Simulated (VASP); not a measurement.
A run of VASP 6.6.1 is set up as follows.

INCAR

```
PREC = Accurate ; ENCUT = 500
EDIFF = 1E-6 ; ISMEAR = -1
SIGMA = 0.1 ; LREAL = False
LASPH = True ; NELM = 120
ALGO = Normal ; ISIF = 2
LWAVE = False ; LCHARG = True
GGA = PE ; LELF = True
LVHAR = True ; NBANDS = 9
GGA_COMPAT = False
```

Contents of KPOINTS:

```
Automatic mesh
0
Gamma
  16 16 15
```

The input POSCAR:

```
Se
1.0
    3.1320713901      0.0000000000      0.0000000000
   -1.5660356950      2.7124533903      0.0000000000
    0.0000000000      0.0000000000      2.6193928555
Se
1
Direct
    0.0000000000      0.0000000000      0.0000000000
```

Potentials or basis: VASP PAW PBE potentials, release 64 (Se).

Launch:

```bash
$ cat potpaw_PBE.64/Se/POTCAR > POTCAR
$ mpirun -np 1 vasp_std > vasp.out
```

Problem. Estimate the band gap on the k mesh.

Solution. Zero (bands 3 and 4 overlap by 5.77 eV).

Problem. What does it give for the pressure?

Solution. 0.0 GPa.
